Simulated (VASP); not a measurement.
# Hf (Pm-3m) in VASP: a series of runs

Runs on Hf. Level: LDA. Tasks: single point.

Everything below comes from runs of VASP 6.6.1. Logs are shortened: lines on timing, memory, paths and dates and some standing lists are left out, and cuts for length are marked.

### 1 The cell of the first run

The structure is cubic, space group Pm-3m (No. 221). The conventional cell has a = 2.861 Å, b = 2.861 Å, c = 2.861 Å, α = 90.00°, β = 90.00°, γ = 90.00°. Within 3.8 Å of Hf (site symmetry m-3m) lie 6 Hf at 2.86 Å.

### 2 Single point, LDA (volume scaled by 1.04)

The input, INCAR:

```
SYSTEM = Hf
  ALGO = Normal
  EDIFF = 1E-6
  ENCUT = 520
  ISIF = 2
  ISMEAR = -1
  LASPH = .True.
  LCHARG = .False.
  LREAL = .False.
  LWAVE = .False.
  NBANDS = 11
  NELM = 100
  PREC = Accurate
  SIGMA = 0.1
```

The input, KPOINTS:

```
k-points
0
Gamma
  13 13 13
  0 0 0
```

The input, POSCAR:

```
Hf
1.0
    2.8611281049      0.0000000000      0.0000000000
    0.0000000000      2.8611281049      0.0000000000
    0.0000000000      0.0000000000      2.8611281049
Hf
1
Direct
    0.0000000000      0.0000000000      0.0000000000
```

Potentials or basis: VASP PAW LDA potentials, release 64 (Hf_pv).

Started as:

```sh
> cat potpaw_LDA.64/Hf_pv/POTCAR > POTCAR
> mpirun -np 1 vasp_std > vasp.out
```

OUTCAR:

```text
SYSTEM = Hf
   EDIFF = 1E-6
   ENCUT = 520
   ISIF = 2
   ISMEAR = -1
   LASPH = .True.
   LREAL = .False.
   NELM = 100
   PREC = Accurate

 ion  position               nearest neighbor table
   1  0.000  0.000  0.000-

  LATTYP: Found a simple cubic cell.
 ALAT       =     2.8611281049

  Lattice vectors:

 A1 = (   2.8611281049,   0.0000000000,   0.0000000000)
 A2 = (   0.0000000000,   2.8611281049,   0.0000000000)
 A3 = (   0.0000000000,   0.0000000000,   2.8611281049)

Analysis of symmetry for initial positions (statically):
=====================================================================
 Subroutine PRICEL returns:
 Original cell was already a primitive cell.

 Routine SETGRP: Setting up the symmetry group for a
 simple cubic supercell.

 Subroutine GETGRP returns: Found 48 space group operations
 (whereof 48 operations were pure point group operations)
 out of a pool of 48 trial point group operations.

The static configuration has the point symmetry O_h .

Analysis of symmetry for dynamics (positions and initial velocities):
=====================================================================
 Subroutine PRICEL returns:
 Original cell was already a primitive cell.

 Routine SETGRP: Setting up the symmetry group for a
 simple cubic supercell.

 Subroutine GETGRP returns: Found 48 space group operations
 (whereof 48 operations were pure point group operations)
 out of a pool of 48 trial point group operations.

The dynamic configuration has the point symmetry O_h .

 Subroutine INISYM returns: Found 48 space group operations
 (whereof 48 operations are pure point group operations),
 and found     1 'primitive' translations

----------------------------------------------------------------------------------------

                                     Primitive cell

  volume of cell :      23.4213

  direct lattice vectors                    reciprocal lattice vectors
     2.861128105  0.000000000  0.000000000     0.349512487  0.000000000  0.000000000
     0.000000000  2.861128105  0.000000000     0.000000000  0.349512487  0.000000000
     0.000000000  0.000000000  2.861128105     0.000000000  0.000000000  0.349512487

  length of vectors
     2.861128105  2.861128105  2.861128105     0.349512487  0.349512487  0.349512487

  position of ions in fractional coordinates (direct lattice)
     0.000000000  0.000000000  0.000000000

  ion indices of the primitive-cell ions
   primitive index   ion index
                 1           1

----------------------------------------------------------------------------------------

 KPOINTS: k-points

Automatic generation of k-mesh.
 Grid dimensions read from file:
 generate k-points for:   13   13   13

 Generating k-lattice:

  Cartesian coordinates                     Fractional coordinates (reciprocal lattice)
     0.026885576  0.000000000  0.000000000     0.076923077  0.000000000  0.000000000
     0.000000000  0.026885576  0.000000000     0.000000000  0.076923077  0.000000000
     0.000000000  0.000000000  0.026885576     0.000000000  0.000000000  0.076923077

  Length of vectors
     0.026885576  0.026885576  0.026885576

  Shift w.r.t. Gamma in fractional coordinates (k-lattice)
     0.000000000  0.000000000  0.000000000

 Subroutine IBZKPT returns following result:
 ===========================================

 Found     84 irreducible k-points:

 Following reciprocal coordinates:
            Coordinates               Weight
  0.000000  0.000000  0.000000      1.000000
  0.076923  0.000000  0.000000      6.000000
  0.153846  0.000000  0.000000      6.000000
  0.230769  0.000000  0.000000      6.000000
  0.307692  0.000000  0.000000      6.000000
  0.384615  0.000000  0.000000      6.000000
[... 16 lines left out ...]
  0.307692  0.307692  0.000000     12.000000
  0.384615  0.307692  0.000000     24.000000
 [... further k-points ...]
   k-points           NKPTS =     84   k-points in BZ     NKDIM =     84   number of bands    NBANDS=     11
   number of dos      NEDOS =    301   number of ions     NIONS =      1
   total plane-waves  NPLWV =  13824
   dimension x,y,z NGX =    24 NGY =   24 NGZ =   24
   dimension x,y,z NGXF=    48 NGYF=   48 NGZF=   48
   ions per type =               1
   NGX,Y,Z   is equivalent  to a cutoff of  13.95, 13.95, 13.95 a.u.
   NGXF,Y,Z  is equivalent  to a cutoff of  27.89, 27.89, 27.89 a.u.
 SYSTEM =  Hf
   PREC   = accura    normal or accurate (medium, high low for compatibility)
   ISTART =      0    job   : 0-new  1-cont  2-samecut
   ICHARG =      2    charge: 1-file 2-atom 10-const
   ISPIN  =      1    spin polarized calculation?
   LNONCOLLINEAR =      F non collinear calculations
   LSORBIT =      F    spin-orbit coupling
   LASPH  =      T    aspherical Exc in radial PAW
   ENCUT  =  520.0 eV  38.22 Ry    6.18 a.u.   5.32  5.32  5.32*2*pi/ulx,y,z
   NELM   =    100;   NELMIN=  2; NELMDL= -5     # of ELM steps
   EDIFF  = 0.1E-05   stopping-criterion for ELM
   LREAL  =      F    real-space projection
   EDIFFG = 0.1E-04   stopping-criterion for IOM
   NSW    =      0    number of steps for IOM
   IBRION =     -1    ionic relax: 0-MD 1-quasi-New 2-CG
   NFREE  =      0    steps in history (QN), initial steepest desc. (CG)
   ISIF   =      2    stress and relaxation
   ISYM   =      2    0-nonsym 1-usesym 2-fastsym
   POTIM  = 0.5000    time-step for ionic-motion
   TEBEG  =    0.0;   TEEND  =   0.0 temperature during run
   PSTRESS=    0.0 pullay stress
   NELECT =      10.0000    total number of electrons
   NUPDOWN=      -1.0000    fix difference up-down
   EMIN   =  10.00;   EMAX   =-10.00  energy-range for DOS
   EFERMI =   0.00;   METHOD = LEGACY
   ISMEAR =    -1;   SIGMA  =   0.10  broadening in eV -4-tet -1-fermi 0-gaus
   EFERMI_NEDOS =   21; number of points for ismear=-14 and -15
   IALGO  =     38    algorithm
   IMIX   =      4    mixing-type and parameters
     AMIX     =   0.40;   BMIX     =  1.00
     AMIX_MAG =   1.60;   BMIX_MAG =  1.00
  volume/ion in A,a.u.               =      23.42       158.06
  Fermi-wavevector in a.u.,A,eV,Ry     =   1.232738  2.329537 20.676005  1.519644
  Thomas-Fermi vector in A             =   2.367496
   LORBIT       =      0    0 simple, 1 ext, 2 COOP (PROOUT), +10 PAW based schemes
   GGA     = CA    functional components
   LHFCALC =     F    Hartree Fock is set to
   AEXX    =    0.0000 exact exchange contribution
   IVDW    =     0    specifies the selected vdW correction
   LEPSILON=     F    determine dielectric tensor
   LRPA    =     F    only Hartree local field effects (RPA)
 non-spin polarized calculation
  energy-cutoff  :      520.00
  volume of cell :       23.42
 maximum number of plane-waves:       647
 NGX is ok and might be reduce to    24
   NGX = 11   NGY = 11   NGZ = 11

 number of electron      10.0000000 magnetization

 number of electron       9.9999998 magnetization

 Free energy of the ion-electron system (eV)
  ---------------------------------------------------
  ext. energy  EPLUGINS =         0.00000000
  ---------------------------------------------------
  free energy    TOTEN  =        -9.67906186 eV

  energy without entropy =       -9.62670015  energy(sigma->0) =       -9.65288100

 E-fermi :   4.0210     XC(G=0): -11.1591

 val. band max:        3.9801358547   @ k =   0.4615   0.2308   0.2308
 cond. band min:       4.0614095687   @ k =   0.2308   0.1538   0.0000
 fundamental gap:      0.0812737140
 Fermi energy:         4.0210157375

 k-point     1 :       0.0000    0.0000    0.0000
  band No.  band energies     occupation
      1     -25.6051      2.00000
      2     -25.6051      2.00000
      3     -25.6051      2.00000
      4      -2.5513      2.00000
      5       2.4498      2.00000
      6       2.4498      2.00000
      7      10.7984      0.00000
      8      10.7984      0.00000
      9      10.7984      0.00000
     10      16.3382      0.00000
     11      17.4164      0.00000

 k-point     2 :       0.0769    0.0000    0.0000
  band No.  band energies     occupation
      1     -25.6740      2.00000
      2     -25.5994      2.00000
      3     -25.5994      2.00000
      4      -2.3857      2.00000
      5       2.4974      2.00000
      6       2.6111      2.00000
      7      10.4551      0.00000
      8      10.4551      0.00000
      9      10.8204      0.00000
     10      16.3220      0.00000
     11      16.5861      0.00000

 k-point     3 :       0.1538    0.0000    0.0000
  band No.  band energies     occupation
      1     -25.8611      2.00000
      2     -25.5834      2.00000
      3     -25.5834      2.00000
      4      -1.9240      2.00000
      5       2.6327      2.00000
      6       3.0653      1.99986
      7       9.6635      0.00000
      8       9.6635      0.00000
      9      10.8821      0.00000
     10      15.0419      0.00000
     11      16.3470      0.00000

 k-point     4 :       0.2308    0.0000    0.0000
  band No.  band energies     occupation
      1     -26.1163      2.00000
      2     -25.5609      2.00000
      3     -25.5609      2.00000
      4      -1.2544      2.00000
      5       2.8335      1.99999
      6       3.6901      1.92948
      7       8.7789      0.00000
      8       8.7789      0.00000
      9      10.9708      0.00000
     10      13.7458      0.00000
     11      16.3453      0.00000
[... 239 lines left out ...]
 k-point    22 :       0.4615    0.2308    0.0000
  band No.  band energies     occupation
      1     -26.6336      2.00000
      2     -25.9903      2.00000
      3     -25.4633      2.00000
      4       1.9865      2.00000
      5       2.6352      2.00000
      6       5.0045      0.00011
      7       7.4857      0.00000
      8       7.9191      0.00000
      9       9.4605      0.00000
     10      14.0734      0.00000
     11      16.3379      0.00000

 k-point    23 :       0.3077    0.3077    0.0000
  band No.  band energies     occupation
      1     -26.2976      2.00000
      2     -26.2672      2.00000
      3     -25.4708      2.00000
      4       1.1979      2.00000
      5       3.1146      1.99977
      6       6.1475      0.00000
      7       6.5935      0.00000
      8       8.3083      0.00000
      9       8.6917      0.00000
     10      14.5940      0.00000
     11      16.0827      0.00000

 k-point    24 :       0.3846    0.3077    0.0000
  band No.  band energies     occupation
      1     -26.4854      2.00000
      2     -26.2541      2.00000
      3     -25.4514      2.00000
      4       1.5765      2.00000
      5       2.8476      1.99998
      6       6.3283      0.00000
      7       7.5396      0.00000
      8       7.9348      0.00000
      9       8.6742      0.00000
     10      14.1028      0.00000
     11      16.2932      0.00000

 [... further k-points ...]

------------------------ aborting loop because EDIFF is reached ----------------------------------------

  FORCE on cell =-STRESS in cart. coord.  units (eV):
  Direction    XX          YY          ZZ          XY          YZ          ZX
  --------------------------------------------------------------------------------------
  -------------------------------------------------------------------------------------
  Total       -0.4414586     -0.4414586     -0.4414586      0.0000000      0.0000000      0.0000000
  in kB      -30.1987316    -30.1987316    -30.1987316      0.0000000      0.0000000      0.0000000
  external PRESSURE =     -30.1987316 kB  Pullay stress =       0.0000000 kB

 VOLUME and BASIS-vectors are now :
 -----------------------------------------------------------------------------
  energy-cutoff  :      520.00
  volume of cell :       23.42
      direct lattice vectors                 reciprocal lattice vectors
     2.861128105  0.000000000  0.000000000     0.349512487  0.000000000  0.000000000
     0.000000000  2.861128105  0.000000000     0.000000000  0.349512487  0.000000000
     0.000000000  0.000000000  2.861128105     0.000000000  0.000000000  0.349512487

 POSITION                                       TOTAL-FORCE (eV/Angst)
 -----------------------------------------------------------------------------------
      0.00000      0.00000      0.00000         0.000000      0.000000      0.000000
 -----------------------------------------------------------------------------------
    total drift:                                0.000000      0.000000      0.000000

  FREE ENERGIE OF THE ION-ELECTRON SYSTEM (eV)
  ---------------------------------------------------
  free  energy   TOTEN  =        -9.6790618587 eV

  energy  without entropy=       -9.6267001473  energy(sigma->0) =       -9.65288100
```

Wall time 10 s (1 thread of Intel Xeon Platinum 8488C (Sapphire Rapids), shared host); peak memory 0.14 GiB.

What came out:

```
Free energy            : -9.6791 eV
Pressure               : -3.0 GPa
Band gap on the k mesh : zero (band 5 reaches 4.83 eV, above the bottom of band 6 at 2.45 eV)
```

Caveat: spin-orbit coupling is left out, which moves the levels of the heavy elements.

### 3 Single point, LDA (volume scaled by 1.08)

The input, INCAR:

```
SYSTEM = Hf
  ALGO = Normal
  EDIFF = 1E-7
  ENCUT = 520
  GGA = CA
  ISIF = 2
  ISMEAR = -1
  LASPH = .True.
  LCHARG = .False.
  LREAL = .False.
  LWAVE = .False.
  NBANDS = 11
  NELM = 60
  PREC = Accurate
  SIGMA = 0.1
```

KPOINTS is that of step 2.

The input, POSCAR:

```
Hf
1.0
    2.8973487615      0.0000000000      0.0000000000
    0.0000000000      2.8973487615      0.0000000000
    0.0000000000      0.0000000000      2.8973487615
Hf
1
Direct
    0.0000000000      0.0000000000      0.0000000000
```

Potentials or basis: VASP PAW LDA potentials, release 64 (Hf_pv).

Started as:

```sh
> cat potpaw_LDA.64/Hf_pv/POTCAR > POTCAR
> mpirun -np 1 vasp_std > vasp.out
```

Wall time 11 s (1 thread of Intel Xeon Platinum 8488C (Sapphire Rapids), shared host); peak memory 0.14 GiB.

It converged, with:

- Free energy: -9.6544 eV
- Pressure: -5.7 GPa
- Band gap on the k mesh: zero (band 5 reaches 4.56 eV, above the bottom of band 6 at 2.29 eV)

Levels at points of the mesh, in eV from the Fermi level:
```tsv
k point	band 2	band 3	band 4	band 5	band 6	band 7	band 8	band 9
(0.00, 0.00, 0.00)	-29.74	-29.74	-6.46	-1.47	-1.47	6.51	6.51	6.51
```

Caveat: spin-orbit coupling is left out, which moves the levels of the heavy elements.

### 4 Single point, LDA (volume scaled by 1.12)

The input, INCAR:

```
SYSTEM = Hf
PREC = Accurate
ENCUT = 520
EDIFF = 1E-7
ISMEAR = -1
SIGMA = 0.1
LREAL = .FALSE.
LASPH = .TRUE.
NELM = 100
ALGO = Normal
ISIF = 2
LWAVE = .FALSE.
LCHARG = .TRUE.
LELF = .TRUE.
LVHAR = .TRUE.
NBANDS = 11
```

The input, KPOINTS:

```
Automatic mesh
0
G
  13 13 13
  0 0 0
```

The input, POSCAR:

```
Hf
1.0
    2.9326857656      0.0000000000      0.0000000000
    0.0000000000      2.9326857656      0.0000000000
    0.0000000000      0.0000000000      2.9326857656
Hf
1
Direct
    0.0000000000      0.0000000000      0.0000000000
```

Potentials or basis: VASP PAW LDA potentials, release 64 (Hf_pv).

Started as:

```sh
> cat potpaw_LDA.64/Hf_pv/POTCAR > POTCAR
> mpirun -np 1 vasp_std > vasp.out
```

OUTCAR:

```text
SYSTEM = Hf
   PREC = Accurate
   ENCUT = 520
   EDIFF = 1E-7
   ISMEAR = -1
   LREAL = .FALSE.
   LASPH = .TRUE.
   NELM = 100
   ISIF = 2

 ion  position               nearest neighbor table
   1  0.000  0.000  0.000-

  LATTYP: Found a simple cubic cell.
 ALAT       =     2.9326857656

  Lattice vectors:

 A1 = (   2.9326857656,   0.0000000000,   0.0000000000)
 A2 = (   0.0000000000,   2.9326857656,   0.0000000000)
 A3 = (   0.0000000000,   0.0000000000,   2.9326857656)

[... 514 lines left out ...]

 [... further k-points ...]

------------------------ aborting loop because EDIFF is reached ----------------------------------------

  FORCE on cell =-STRESS in cart. coord.  units (eV):
  Direction    XX          YY          ZZ          XY          YZ          ZX
  --------------------------------------------------------------------------------------
  -------------------------------------------------------------------------------------
  Total       -1.2509891     -1.2509891     -1.2509891     -0.0000000     -0.0000000      0.0000000
  in kB      -79.4634705    -79.4634705    -79.4634705     -0.0000000     -0.0000000      0.0000000
  external PRESSURE =     -79.4634705 kB  Pullay stress =       0.0000000 kB

 VOLUME and BASIS-vectors are now :
 -----------------------------------------------------------------------------
  energy-cutoff  :      520.00
  volume of cell :       25.22
      direct lattice vectors                 reciprocal lattice vectors
     2.932685766  0.000000000  0.000000000     0.340984367  0.000000000  0.000000000
     0.000000000  2.932685766  0.000000000     0.000000000  0.340984367  0.000000000
     0.000000000  0.000000000  2.932685766     0.000000000  0.000000000  0.340984367

 POSITION                                       TOTAL-FORCE (eV/Angst)
 -----------------------------------------------------------------------------------
      0.00000      0.00000      0.00000         0.000000      0.000000      0.000000
 -----------------------------------------------------------------------------------
    total drift:                                0.000000     -0.000000      0.000000

  FREE ENERGIE OF THE ION-ELECTRON SYSTEM (eV)
  ---------------------------------------------------
  free  energy   TOTEN  =        -9.6158666456 eV

  energy  without entropy=       -9.5579457684  energy(sigma->0) =       -9.58690621
```

stdout:

```text
POSCAR found type information on POSCAR Hf
 POSCAR found :  1 types and       1 ions
 scaLAPACK will be used
 LDA part: xc-table for (Slater(with rela. corr.)+CA(PZ))
 , standard interpolation
 POSCAR, INCAR and KPOINTS ok, starting setup
 FFT: planning ... GRIDC
 FFT: planning ... GRID_SOFT
 FFT: planning ... GRID
 WAVECAR not read
 entering main loop
```

It took 11 s on 1 thread of Intel Xeon Platinum 8488C (Sapphire Rapids), shared host; peak memory 0.14 GiB.

What came out:

- Free energy: -9.6159 eV
- Pressure: -7.9 GPa
- Band gap on the k mesh: zero (band 5 reaches 4.31 eV, above the bottom of band 6 at 2.15 eV)

Caveat: spin-orbit coupling is left out, which moves the levels of the heavy elements.

### 5 The runs side by side

| cell | gap on the mesh (eV) | pressure (GPa) |
| --- | --- | --- |
| a = 2.861 Å, 1 atom | none | -3.0 |
| a = 2.897 Å, 1 atom | none | -5.7 |
| a = 2.933 Å, 1 atom | none | -7.9 |

Alike in all rows: task single point; level LDA; potentials or basis VASP PAW LDA potentials, release 64 (Hf_pv); no spin polarisation; k mesh 13 × 13 × 13; cutoff (eV) 520; smearing fermi-dirac 0.1 eV.

Caveats: spin-orbit coupling is left out, which moves the levels of the heavy elements.

Total energies depend on the potentials used, so only differences within one code and one set of settings carry meaning.
